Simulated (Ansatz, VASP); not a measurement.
## One calculation of TaN, two programs

```
CELL_PARAMETERS angstrom
5.17862 0.00000 0.00000
-2.58931 4.48482 0.00000
0.00000 0.00000 2.90126
ATOMIC_POSITIONS crystal
Ta 0.33333 0.66667 0.50000
Ta 0.66667 0.33333 0.50000
Ta 0.00000 0.00000 0.00000
N 0.39285 0.00000 0.00000
N 0.60715 0.60715 0.00000
N 0.00000 0.39285 0.00000
```

Change from the starting cell: volume scaled by 0.99, crystal datasets.

Alike in both runs: task electric field gradients; functional PBEsol; k mesh 6 × 6 × 9; occupations fermi-dirac, width 0.01 eV; no spin polarisation.

```csv
,VASP,Ansatz
version,VASP 6.6.1,Ansatz 0.2.0
potentials or method,"VASP PAW PBE potentials, release 64 (Ta_pv, N), cutoff 520 eV","all-electron PAW with datasets made for the crystal, scalar-relativistic"
```

|  | VASP | Ansatz | Ansatz less VASP |
| --- | --- | --- | --- |
| pressure (GPa) | 0.4 | -0.6 | -0.92 |
| traceless stress, the component that is largest in VASP (GPa) | -0.92 | -0.70 | +0.222 |
| rms of the force components (eV/Å) | 0.030 | 0.021 | -0.0093 |
| size of Vzz on the site where it differs most (V/Å²) | 182.9 | 111.8 | -71.02 |

VASP's potentials were made for PBE, not for PBEsol. Atom by atom the forces differ by 0.009 eV/Å (rms over components). Ansatz ran all-electron here, and VASP with PAW potentials.

Neither program's run includes spin-orbit coupling.
